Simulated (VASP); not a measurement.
# PtSe2 (P-3m1) in VASP: further runs, part 2 of 2

VASP 6.6.1. Earlier steps stand in the parts before.

### 5 Relaxation of cell and atoms, PBE, target pressure 60 GPa, at which the enthalpy is minimised

This run uses another cell than the first one, of 15.07 Å³/atom, 0.798 times its volume.

INCAR

```
PREC = Accurate
ENCUT = 600
EDIFF = 1E-7
ISMEAR = 0
SIGMA = 0.1
LREAL = False
LASPH = True
NELM = 100
ALGO = Normal
ISIF = 3
LWAVE = False
LCHARG = False
GGA = PE
IBRION = 2
NSW = 70
EDIFFG = -0.008
PSTRESS = 600.0
```

KPOINTS

```
regular mesh
0
Gamma
  12 12 10
```

POSCAR

```
PtSe2
1.0
    3.5569633970      0.0000000000      0.0000000000
   -1.7784816985      3.0804206621      0.0000000000
    0.0000000000      0.0000000000      4.1256061267
Pt Se
1 2
Direct
    0.0000000000      0.0000000000      0.0000000000
    0.6666666667      0.3333333333      0.7078928642
    0.3333333333      0.6666666667      0.2921071358
```

The run is started by

```console
$ cat potpaw_PBE.64/Pt/POTCAR potpaw_PBE.64/Se/POTCAR > POTCAR
$ mpirun -np 1 vasp_std > vasp.out
```

Wall time 11 min (1 thread of Intel Xeon Platinum 8375C at 2.90GHz (Ice Lake), shared host); peak memory 0.3 GiB.

Results (log left out):

```
Free energy                                            : -11.8843 eV
Relaxed volume                                         : 14.64 Å³/atom
Relaxed cell                                           : a = 3.570 Å, b = 3.570 Å, c = 3.980 Å, α = 90.00°, β = 90.00°, γ = 120.00°
Space group after relaxing (to 0.05 Å)                 : P-3m1 (No. 164)
Energy change on relaxing (the enthalpy is what falls) : +134.7 meV/atom
Ionic steps                                            : 14
Pressure after relaxing                                : 60.1 GPa
Band gap on the k mesh                                 : zero (band 11 reaches 11.48 eV, above the bottom of band 12 at 10.64 eV)
```

Forces on the atoms (eV/Å):
```
Pt   0.000  0.000  0.000
Se   0.000  0.000  0.003
Se   0.000  0.000 -0.003
```

Step by step:
```tsv
step	energy change (eV)	largest force (eV/Å)	pressure (GPa)	volume (Å³)
1	0.0000	0.9303	54.22	45.20
2	1.3654	0.4446	81.39	41.73
3	0.4791	0.8260	64.02	43.80
4	0.3965	1.0984	56.69	44.05
5	0.4065	0.0577	60.31	43.92
6	0.4056	0.0756	60.24	43.92
7	0.3634	0.0354	59.36	44.03
8	0.3403	0.0134	58.87	44.09
9	0.3557	0.0189	59.24	44.05
10	0.3784	0.0658	59.78	43.99
11	0.3863	0.0817	59.97	43.97
12	0.3896	0.0653	59.98	43.96
13	0.4000	0.0159	60.03	43.93
14	0.4040	0.0027	60.06	43.92
```

Final structure:
```yaml
crystal:
  lattice:
    - [3.56954, 0.00000, 0.00000]
    - [-1.78477, 3.09131, 0.00000]
    - [0.00000, 0.00000, 3.98002]
  atoms:
    - { symbol: Pt, position: [0.00000, 0.00000, 0.00000] }
    - { symbol: Se, position: [0.66667, 0.33333, 0.69870] }
    - { symbol: Se, position: [0.33333, 0.66667, 0.30130] }
```

Levels at points of the mesh, in eV from the Fermi level:
| k point | band 8 | band 9 | band 10 | band 11 | band 12 | band 13 | band 14 | band 15 |
| --- | --- | --- | --- | --- | --- | --- | --- | --- |
| (0.00, 0.00, 0.00) | -2.75 | -1.22 | -1.22 | 0.07 | 0.07 | 0.40 | 3.42 | 6.10 |
| (0.50, 0.00, 0.00) | -4.02 | -3.91 | -3.58 | -2.96 | 0.85 | 4.50 | 6.27 | 7.18 |
| (0.00, 0.00, 0.50) | -3.31 | -3.31 | -3.05 | -1.85 | 3.66 | 3.66 | 5.78 | 6.36 |
| (0.50, 0.00, 0.50) | -3.91 | -3.49 | -2.55 | -1.37 | -0.22 | 2.61 | 5.90 | 7.97 |

Caveat: the cell is relaxed towards a set pressure, so the enthalpy falls and the energy may rise; spin-orbit coupling is left out, which moves the levels of the heavy elements.

### 6 Single point, PBE

This run uses another cell than the first one, of 26.41 Å³/atom, 1.399 times its volume.

INCAR

```
SYSTEM = PtSe2
PREC = Accurate
ENCUT = 520
EDIFF = 1E-6
ISMEAR = 0
SIGMA = 0.02
LREAL = .FALSE.
LASPH = .TRUE.
NELM = 60
ALGO = Normal
ISIF = 2
LWAVE = .FALSE.
LCHARG = .FALSE.
GGA = PE
NBANDS = 18
```

KPOINTS

```
Automatic mesh
0
G
  12 12 4
  0 0 0
```

POSCAR

```
PtSe2
1.0
    3.7515595078      0.0000000000      0.0000000000
   -1.8757797539      3.2489458376      0.0000000000
    0.0000000000      0.0000000000      6.5013335363
Pt Se
1 2
Direct
    0.0000000000      0.0000000000      0.0000000000
    0.6666666667      0.3333333333      0.7990307773
    0.3333333333      0.6666666667      0.2009692227
```

Potentials or basis: VASP PAW PBE potentials, release 64 (Pt, Se).

The run is started by

```console
$ cat potpaw_PBE.64/Pt/POTCAR potpaw_PBE.64/Se/POTCAR > POTCAR
$ mpirun -np 1 vasp_std > vasp.out
```

OUTCAR:

```text
SYSTEM = PtSe2
   PREC = Accurate
   ENCUT = 520
   EDIFF = 1E-6
   ISMEAR = 0
   LREAL = .FALSE.
   LASPH = .TRUE.
   NELM = 60
   ISIF = 2
   GGA = PE

 ion  position               nearest neighbor table
   1  0.000  0.000  0.000-   2 2.53   3 2.53   2 2.53   3 2.53   2 2.53   3 2.53
   2  0.667  0.333  0.799-   1 2.53   1 2.53   1 2.53
   3  0.333  0.667  0.201-   1 2.53   1 2.53   1 2.53

  LATTYP: Found a hexagonal cell.
 ALAT       =     3.7515595078
 C/A-ratio  =     1.7329682557

  Lattice vectors:

[... 677 lines left out ...]
      6      -0.4672      2.00000
[... 10 lines left out ...]
     17      11.4362      0.00000
     18      12.2085      0.00000

 [... further k-points ...]
[... 5 lines left out ...]
  --------------------------------------------------------------------------------------
  -------------------------------------------------------------------------------------
  Total       -0.0158963     -0.0158963     -0.0066267      0.0000000      0.0000000      0.0000000
  in kB       -0.3214035     -0.3214035     -0.1339837      0.0000000      0.0000000      0.0000000
  external PRESSURE =      -0.2589302 kB  Pullay stress =       0.0000000 kB

 VOLUME and BASIS-vectors are now :
 -----------------------------------------------------------------------------
  energy-cutoff  :      520.00
  volume of cell :       79.24
      direct lattice vectors                 reciprocal lattice vectors
     3.751559508  0.000000000  0.000000000     0.266555814  0.153896071  0.000000000
    -1.875779754  3.248945838  0.000000000     0.000000000  0.307792142  0.000000000
     0.000000000  0.000000000  6.501333536     0.000000000  0.000000000  0.153814597

 POSITION                                       TOTAL-FORCE (eV/Angst)
 -----------------------------------------------------------------------------------
      0.00000      0.00000      0.00000         0.000000      0.000000      0.000000
      1.87578      1.08298      5.19477         0.000000     -0.000000      0.001068
     -0.00000      2.16596      1.30657        -0.000000      0.000000     -0.001068
 -----------------------------------------------------------------------------------
    total drift:                               -0.000000      0.000000      0.000000

  FREE ENERGIE OF THE ION-ELECTRON SYSTEM (eV)
  ---------------------------------------------------
  free  energy   TOTEN  =       -14.3030654549 eV

  energy  without entropy=      -14.3030654549  energy(sigma->0) =      -14.30306545
```

Wall time 62 s (1 thread of Intel Xeon Platinum 8259CL at 2.50GHz (Skylake/Cascade Lake), shared host); peak memory 0.25 GiB.

What came out:

| Item | Value |
| --- | --- |
| Free energy | -14.3031 eV |
| Pressure | 0.0 GPa |
| Band gap on the k mesh | 0.87 eV, indirect (least direct gap 1.03 eV) |

Levels at points of the mesh, in eV from the valence-band top:
```csv
k point,band 9,band 10,band 11,band 12,band 13,band 14
"(0.00, 0.00, 0.00)",-0.27,-0.27,-0.22,2.63,2.63,4.18
"(0.50, 0.00, 0.00)",-2.15,-2.10,-1.85,1.94,2.51,4.67
"(0.00, 0.00, 0.50)",-1.30,-0.30,-0.30,2.70,2.70,5.27
"(0.50, 0.00, 0.50)",-2.21,-2.04,-1.37,2.15,2.35,4.39
```

Caveat: spin-orbit coupling is left out, which moves the levels of the heavy elements; this functional lacks dispersion, which binds the layers, so the pressure and a relaxed spacing across them are unreliable.

### 7 Single point, PBE

This run uses another cell than the first one: it holds 27 atoms, not 3.

INCAR

```
SYSTEM = PtSe2
PREC = Accurate
ENCUT = 520
EDIFF = 1E-7
ISMEAR = 0
SIGMA = 0.01
LREAL = Auto
LASPH = .TRUE.
NELM = 100
ALGO = Normal
ISIF = 2
LWAVE = .FALSE.
LCHARG = .FALSE.
GGA = PE
NBANDS = 118
```

KPOINTS

```
Automatic mesh
0
Gamma
  2 2 2
  0.5 0.5 0.5
```

POSCAR

```
PtSe2
1.0
    0.0000000000     -6.4978916102      6.5013319091
    5.6273392054      3.2489458051      6.5013319091
   -5.6273392054      3.2489458051      6.5013319091
Pt Se
9 18
Direct
    0.6666666667      0.3333333333      0.0000000000
    0.3333333333      0.3333333333      0.3333333333
    0.6666666667      0.6666666667      0.6666666667
    0.0000000000      0.3333333333      0.6666666667
    0.3333333333      0.6666666667      0.0000000000
    0.6666666667      0.0000000000      0.3333333333
    0.0000000000      0.6666666667      0.3333333333
    0.3333333333      0.0000000000      0.6666666667
    0.0000000000      0.0000000000      0.0000000000
    0.8218991280      0.4885657947      0.4885657947
    0.4885657947      0.4885657947      0.8218991280
    0.8218991280      0.8218991280      0.1552324614
    0.1552324614      0.4885657947      0.1552324614
    0.4885657947      0.8218991280      0.4885657947
    0.8218991280      0.1552324614      0.8218991280
    0.1552324614      0.8218991280      0.8218991280
    0.4885657947      0.1552324614      0.1552324614
    0.1552324614      0.1552324614      0.4885657947
    0.5114342053      0.1781008720      0.5114342053
    0.1781008720      0.1781008720      0.8447675386
    0.5114342053      0.5114342053      0.1781008720
    0.8447675386      0.1781008720      0.1781008720
    0.1781008720      0.5114342053      0.5114342053
    0.5114342053      0.8447675386      0.8447675386
    0.8447675386      0.5114342053      0.8447675386
    0.1781008720      0.8447675386      0.1781008720
    0.8447675386      0.8447675386      0.5114342053
```

Potentials or basis: VASP PAW PBE potentials, release 64 (Pt, Se).

The run is started by

```console
$ cat potpaw_PBE.64/Pt/POTCAR potpaw_PBE.64/Se/POTCAR > POTCAR
$ mpirun -np 1 vasp_std > vasp.out
```

OUTCAR:

```text
SYSTEM = PtSe2
   PREC = Accurate
   ENCUT = 520
   EDIFF = 1E-7
   ISMEAR = 0
   LREAL = Auto
   LASPH = .TRUE.
   NELM = 100
   ISIF = 2
   GGA = PE

 ion  position               nearest neighbor table
   1  0.667  0.333  0.000-  22 2.53  15 2.53  17 2.53  25 2.53  11 2.53  21 2.53
   2  0.333  0.333  0.333-  13 2.53  18 2.53  17 2.53  19 2.53  21 2.53  23 2.53
   3  0.667  0.667  0.667-  25 2.53  27 2.53  24 2.53  14 2.53  11 2.53  10 2.53
   4  0.000  0.333  0.667-  15 2.53  20 2.53  18 2.53  25 2.53  23 2.53  10 2.53
   5  0.333  0.667  0.000-  16 2.53  26 2.53  24 2.53  13 2.53  21 2.53  11 2.53
[... 451 lines left out ...]
  Total       -0.0208148     -0.0208148     -0.1374015      0.0000000      0.0000000     -0.0000000
  in kB       -0.0467610     -0.0467610     -0.3086761      0.0000000      0.0000000     -0.0000000
  external PRESSURE =      -0.1340660 kB  Pullay stress =       0.0000000 kB

 VOLUME and BASIS-vectors are now :
 -----------------------------------------------------------------------------
  energy-cutoff  :      520.00
  volume of cell :      713.18
      direct lattice vectors                 reciprocal lattice vectors
     0.000000000 -6.497891610  6.501331909     0.000000000 -0.102597382  0.051271545
     5.627339205  3.248945805  6.501331909     0.088851939  0.051298691  0.051271545
    -5.627339205  3.248945805  6.501331909    -0.088851939  0.051298691  0.051271545

 POSITION                                       TOTAL-FORCE (eV/Angst)
 -----------------------------------------------------------------------------------
      1.87578     -3.24895      6.50133         0.000000      0.000000      0.000000
      0.00000      0.00000      6.50133         0.000000      0.000000      0.000000
      0.00000      0.00000     13.00266        -0.000000      0.000000      0.000000
     -1.87578      3.24895      6.50133         0.000000      0.000000      0.000000
      3.75156      0.00000      6.50133         0.000000      0.000000      0.000000
     -1.87578     -3.24895      6.50133        -0.000000      0.000000      0.000000
[... 19 lines left out ...]
      3.75156      2.16596      7.80790         0.000000     -0.000000     -0.008848
      1.87578     -1.08298     14.30923         0.000000     -0.000000     -0.008848
 -----------------------------------------------------------------------------------
    total drift:                                0.000000     -0.000000     -0.000000

  FREE ENERGIE OF THE ION-ELECTRON SYSTEM (eV)
  ---------------------------------------------------
  free  energy   TOTEN  =      -128.7026161769 eV

  energy  without entropy=     -128.7026161769  energy(sigma->0) =     -128.70261618
```

OSZICAR:

```text
N       E                     dE             d eps       ncg     rms          rms(c)
DAV:   1     0.124746774497E+04    0.12475E+04   -0.86666E+04   472   0.146E+03
DAV:   2    -0.278960271050E+02   -0.12754E+04   -0.12302E+04   560   0.266E+02
DAV:   3    -0.132766492115E+03   -0.10487E+03   -0.10120E+03   528   0.750E+01
DAV:   4    -0.136271842324E+03   -0.35054E+01   -0.34534E+01   578   0.136E+01
DAV:   5    -0.136370279771E+03   -0.98437E-01   -0.98279E-01   552   0.220E+00    0.357E+01
DAV:   6    -0.130607912833E+03    0.57624E+01   -0.42984E+01   472   0.260E+01    0.205E+01
DAV:   7    -0.128862954047E+03    0.17450E+01   -0.94205E+00   472   0.128E+01    0.987E+00
DAV:   8    -0.128770969318E+03    0.91985E-01   -0.10257E+00   496   0.228E+00    0.276E+00
DAV:   9    -0.128697874662E+03    0.73095E-01   -0.21414E-01   492   0.196E+00    0.637E-01
DAV:  10    -0.128701423141E+03   -0.35485E-02   -0.34253E-02   528   0.450E-01    0.265E-01
DAV:  11    -0.128702721605E+03   -0.12985E-02   -0.24746E-03   526   0.159E-01    0.122E-01
DAV:  12    -0.128702598981E+03    0.12262E-03   -0.11890E-03   496   0.145E-01    0.241E-02
DAV:  13    -0.128702613155E+03   -0.14174E-04   -0.10194E-04   538   0.293E-02    0.191E-02
DAV:  14    -0.128702616669E+03   -0.35140E-05   -0.85109E-06   528   0.635E-03    0.472E-03
DAV:  15    -0.128702616596E+03    0.72290E-07   -0.11465E-06   506   0.332E-03    0.224E-03
DAV:  16    -0.128702616113E+03    0.48316E-06   -0.41760E-07   464   0.179E-03    0.131E-03
DAV:  17    -0.128702616177E+03   -0.63683E-07   -0.18270E-08   254   0.374E-04
   1 F= -.12870262E+03 E0= -.12870262E+03  d E =-.170389E-29
```

Wall time 5.5 min (1 thread of Intel Xeon Platinum 8488C (Sapphire Rapids), shared host); peak memory 0.7 GiB.

Results:

- Free energy: -128.7026 eV
- Pressure: 0.0 GPa
- Largest force: 0.009 eV/Å
- Band gap on the k mesh: 1.24 eV

Forces in eV/Å, atoms in the order of the input:
```
Pt   0.000  0.000  0.000
Pt   0.000  0.000  0.000
Pt   0.000  0.000  0.000
Pt   0.000  0.000  0.000
Pt   0.000  0.000  0.000
Pt   0.000  0.000  0.000
Pt   0.000  0.000  0.000
Pt   0.000  0.000  0.000
Pt   0.000  0.000  0.000
Se   0.000  0.000  0.009
Se   0.000  0.000  0.009
Se   0.000  0.000  0.009
Se   0.000  0.000  0.009
Se   0.000  0.000  0.009
Se   0.000  0.000  0.009
Se   0.000  0.000  0.009
Se   0.000  0.000  0.009
Se   0.000  0.000  0.009
Se   0.000  0.000 -0.009
Se   0.000  0.000 -0.009
Se   0.000  0.000 -0.009
Se   0.000  0.000 -0.009
Se   0.000  0.000 -0.009
Se   0.000  0.000 -0.009
Se   0.000  0.000 -0.009
Se   0.000  0.000 -0.009
Se   0.000  0.000 -0.009
```

Caveat: spin-orbit coupling is left out, which moves the levels of the heavy elements. PBE gaps usually lie below the measured ones, often by a third to a half.

### 8 Overview

| task | cell | k mesh | cutoff (eV) | smearing | gap on the mesh (eV) | pressure (GPa) | largest force (eV/Å) |
| --- | --- | --- | --- | --- | --- | --- | --- |
| single point | a = 3.749, b = 3.749, c = 4.655 Å, angles 90.0, 90.0, 120.0°, 3 atoms | 12 × 12 × 10 | 520 | gaussian 0.1 eV | none | 8.0 | 0.01 |
| single point | a = 3.569, b = 3.569, c = 3.977 Å, angles 90.0, 90.0, 120.0°, 3 atoms | 12 × 12 × 10 | 520 | gaussian 0.1 eV | none | 60.4 | 0.01 |
| single point | a = 3.754, b = 3.754, c = 6.305 Å, angles 90.0, 90.0, 120.0°, 3 atoms | 12 × 12 × 6 | 520 | gaussian 0.02 eV | 0.71 | 0.0 | - |
| relaxation of cell and atoms | relaxed to 60 GPa from a = 3.557, b = 3.557, c = 4.126 Å, angles 90.0, 90.0, 120.0°, 3 atoms | 12 × 12 × 10 | 600 | gaussian 0.1 eV | none | 60.1 | - |
| single point | a = 3.752, b = 3.752, c = 6.501 Å, angles 90.0, 90.0, 120.0°, 3 atoms | 12 × 12 × 4 | 520 | gaussian 0.02 eV | 0.87 | 0.0 | - |
| single point | a = 9.192 Å, angles 75.5°, 27 atoms | 2 × 2 × 2, shifted | 520 | gaussian 0.01 eV | 1.24 | 0.0 | 0.01 |

Alike in all rows: level PBE; potentials or basis VASP PAW PBE potentials, release 64 (Pt, Se); no spin polarisation.

Caveats: spin-orbit coupling is left out, which moves the levels of the heavy elements; this functional lacks dispersion, which binds the layers, so the pressure and a relaxed spacing across them are unreliable (some runs); the cell is relaxed towards a set pressure, so the enthalpy falls and the energy may rise (some runs).

Total energies depend on the potentials used, so only differences within one code and one set of settings carry meaning.
